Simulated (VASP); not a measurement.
RbBr, 2 atoms in the cell. The structure is cubic, space group Pm-3m (No. 221). Conventional cell: a = 4.070 Å, b = 4.070 Å, c = 4.070 Å, α = 90.00°, β = 90.00°, γ = 90.00°. Within 4.6 Å of Rb (site symmetry m-3m) lie 8 Br at 3.52 Å and 6 Rb at 4.07 Å. Br (site symmetry m-3m) has 8 Rb at 3.52 Å and 6 Br at 4.07 Å within 4.6 Å. 

| Property | Result |
| --- | --- |
| Program | VASP 6.6.1 |
| Task | elastic constants |
| Functional | PBEsol |
| Potentials or basis | VASP PAW PBE potentials, release 64 (Rb_sv, Br) |
| Cutoff | 600 eV |
| k mesh | 6 × 6 × 6 |
| Occupations | gaussian, width 0.01 eV |
| Spin | no spin polarisation |
| Dipole correction | no |
| Ions in elastic constants | relaxed |
| Further INCAR settings | ALGO = Normal; EDIFF = 1e-08; IBRION = 6; POTIM = 0.015; NSW = 1; ISIF = 3 |

Potentials or basis: VASP PAW PBE potentials, release 64 (Rb_sv, Br).

Launch:

```sh
$ cat potpaw_PBE.64/Rb_sv/POTCAR potpaw_PBE.64/Br/POTCAR > POTCAR
$ mpirun -np 1 vasp_std > vasp.out
```

Hardware: 1 thread of AMD EPYC 9R45 96-Core Processor (Zen 5), on a shared host.

Estimate the wall time of this run.

Wall time 6.7 min on 1 thread of AMD EPYC 9R45 96-Core Processor (Zen 5) (shared host), peak memory 0.28 GiB. Counts: scf iterations 173, k points 20.
